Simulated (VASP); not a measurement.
In, 1 atom in the cell. It takes space group I4/mmm (No. 139, tetragonal). Conventional cell: a = 3.765 Å, b = 3.765 Å, c = 3.614 Å, α = 90.00°, β = 90.00°, γ = 90.00°. Within 4.2 Å of In (site symmetry 4/mmm) lie 14 In at 3.22 to 3.77 Å.  This cell differs from its parent crystal: strain +0.000 along x and y, -0.040 along z.

| Quantity | Value |
| --- | --- |
| Program | VASP 6.6.1 |
| Task | single point |
| Functional | PBE |
| Potentials or basis | VASP PAW PBE potentials, release 64 (In_d) |
| Cutoff | 520 eV |
| k mesh | 18 × 18 × 18 |
| Occupations | gaussian, width 0.15 eV |
| Spin | no spin polarisation |
| Dipole correction | no |
| Further INCAR settings | ALGO = Fast; EDIFF = 1e-06; NBANDS = 12 |

Potentials or basis: VASP PAW PBE potentials, release 64 (In_d).

Command:

```bash
$ cat potpaw_PBE.64/In_d/POTCAR > POTCAR
$ mpirun -np 1 vasp_std > vasp.out
```

Hardware: 1 thread of Intel(R) Xeon(R) 6975P-C (Granite Rapids) (shared host).

**Question.** Estimate the wall time of this run.

**Answer.** Run time: 36 s on 1 thread of Intel(R) Xeon(R) 6975P-C (Granite Rapids), with other jobs on the host, peak memory 0.25 GiB. Counts: scf iterations 13, k points 480.
